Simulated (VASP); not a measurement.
## BeB15N15 (a cell with a defect): single point with PBE

System: BeB15N15 (a cell with a defect).

```
B Be N
1.0
    -3.62411    3.62411   -3.62411
     3.62411    3.62411    3.62411
     3.62411   -3.62411   -3.62411
B Be N
15 1 15
Direct
  0.00072 0.99861 0.94193
  0.00547 0.25205 0.74618
  0.00548 0.49626 0.50199
  0.00072 0.69200 0.24854
  0.25416 0.00335 0.74619
  0.25417 0.49625 0.25329
  0.24275 0.74654 0.99647
  0.49837 0.00335 0.50198
  0.49836 0.25205 0.25328
  0.50096 0.49885 0.00485
  0.50097 0.75492 0.74878
  0.69412 0.99861 0.24854
  0.74866 0.24063 0.99648
  0.75703 0.49885 0.74878
  0.74866 0.74654 0.49056
  0.29786 0.29575 0.54568
  0.00001 0.24556 0.00149
  0.00483 0.50046 0.75040
  0.00001 0.75155 0.49549
  0.24767 0.99789 0.00149
  0.25113 0.24901 0.76216
  0.25115 0.51225 0.49896
  0.24767 0.75156 0.24783
  0.50258 0.00272 0.75040
  0.51435 0.24902 0.49895
  0.50258 0.50046 0.25264
  0.50387 0.75181 0.00175
  0.75368 0.99789 0.49549
  0.75368 0.24556 0.24783
  0.75393 0.50176 0.00175
  0.75393 0.75182 0.75169
```

```json
{
 "Program": "VASP 6.6.1",
 "Task": "single point",
 "Functional": "PBE",
 "Potentials or basis": "VASP PAW PBE potentials, release 64 (B, Be, N)",
 "Cutoff": "520 eV",
 "k mesh": "1 × 1 × 1, shifted",
 "Occupations": "fermi-dirac, width 0.01 eV",
 "Spin": "no spin polarisation",
 "Dipole correction": "no",
 "Charge": "2",
 "Further INCAR settings": "LREAL = Auto; ALGO = Normal; EDIFF = 1e-06; NBANDS = 82; ISYM = -1; NELECT = 120.0"
}
```

| Property | Result |
| --- | --- |
| Largest force | 0.020 eV/Å |

Forces in eV/Å, atoms in the order of the input:
```
B    0.006 -0.006 -0.005
B    0.003 -0.014  0.004
B    0.003 -0.005  0.014
B    0.007  0.005  0.005
B   -0.004 -0.013 -0.004
B   -0.004  0.004  0.013
B    0.001  0.009 -0.009
B   -0.013 -0.004 -0.004
B   -0.014  0.004  0.004
B   -0.002  0.014  0.003
B   -0.002 -0.004 -0.015
B   -0.006  0.006 -0.007
B    0.008  0.008  0.000
B    0.013 -0.003  0.003
B    0.008  0.001 -0.008
Be  -0.003 -0.004  0.005
N    0.012  0.011  0.005
N   -0.002 -0.001  0.002
N    0.012 -0.005 -0.010
N   -0.005  0.011 -0.012
N   -0.003  0.008  0.003
N   -0.004 -0.005 -0.008
N   -0.006  0.012 -0.011
N   -0.001 -0.001  0.002
N    0.008 -0.003  0.003
N   -0.001 -0.002  0.001
N   -0.017 -0.007  0.007
N    0.011 -0.006 -0.012
N    0.011  0.013  0.007
N   -0.008 -0.008  0.016
N   -0.007 -0.017  0.007
```

Levels at points of the mesh, in eV from the Fermi level:
```
           k point  band 57  band 58  band 59  band 60  band 61  band 62  band 63  band 64
(0.25, 0.25, 0.25)    -0.83    -0.73    -0.27    -0.27     2.49     5.26     5.26     6.83
```

Wall time 100 s on 1 thread of Intel Xeon 8259CL, on a shared host, peak memory 0.32 GiB.

Caveat: the cell carries a net charge on a neutralising background, which shifts energy and pressure; the cell is charged against a uniform background, so pressure and absolute levels hang on convention.
